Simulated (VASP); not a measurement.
Here is a VASP 6.6.1 calculation.

The input INCAR:

```
PREC = Accurate ; ENCUT = 520
EDIFF = 1E-6 ; ISMEAR = 0
SIGMA = 0.1 ; LREAL = F
LASPH = T ; NELM = 60
ALGO = Normal ; ISIF = 2
LWAVE = F ; LCHARG = F
GGA = PE ; NBANDS = 48
```

File KPOINTS:

```
regular mesh
0
Gamma
  6 6 2
```

Contents of POSCAR:

```
GaO
1.0
    3.0740076570      0.0000000000      0.0000000000
   -1.5370038285      2.6621687224      0.0000000000
    0.0000000000      0.0000000000     13.0772611570
Ga O
4 4
Direct
    0.3333333333      0.6666666667      0.1770000000
    0.6666666667      0.3333333333      0.6770000000
    0.3333333333      0.6666666667      0.3230000000
    0.6666666667      0.3333333333      0.8230000000
    0.3333333333      0.6666666667      0.6000000000
    0.6666666667      0.3333333333      0.1000000000
    0.3333333333      0.6666666667      0.9000000000
    0.6666666667      0.3333333333      0.4000000000
```

Potentials or basis: VASP PAW PBE potentials, release 64 (Ga_d, O).

Launch:

```bash
$ cat potpaw_PBE.64/Ga_d/POTCAR potpaw_PBE.64/O/POTCAR > POTCAR
$ mpirun -np 1 vasp_std > vasp.out
```

(1) What does it give for the band gap on the k mesh?

(2) Estimate the pressure.

Answers

(1) 1.52 eV (least direct gap 2.08 eV).

(2) 12.8 GPa.

Caveat: the cell stands under pressure; forces of over 1 eV/Å act on the atoms, so gaps and moduli don't describe the material at rest.
